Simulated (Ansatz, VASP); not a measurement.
# RbBr in VASP and in Ansatz

```
CELL_PARAMETERS angstrom
0.00000 3.42492 3.40780
3.42492 0.00000 3.40780
3.42492 3.42492 0.00000
ATOMIC_POSITIONS crystal
Rb 0.00000 0.00000 0.00000
Br 0.50000 0.50000 0.50000
```

Change from the starting cell: z stretched by -0.5 %, x and y held.

Alike in both runs: task single point; functional PBEsol; k mesh 6 × 6 × 6; non-collinear spin, spin-orbit coupling.

```csv
,VASP,Ansatz
version,VASP 6.6.1,Ansatz 0.2.0
potentials or method,"VASP PAW PBE potentials, release 64 (Rb_sv, Br), cutoff 520 eV",all-electron LAPW
occupations,"gaussian, width 0.01 eV",fixed
```

|  | VASP | Ansatz | Ansatz less VASP |
| --- | --- | --- | --- |
| pressure (GPa) | 0.1 | 0.0 | -0.04 |
| traceless stress, the component that is largest in VASP (GPa) | 0.10 | 0.10 | -0.002 |
| net moment per atom (μB) | 0.00 | 0.00 | 0.000 |

VASP's potentials were made for PBE, not for PBEsol. Ansatz ran all-electron here, and VASP with PAW potentials.
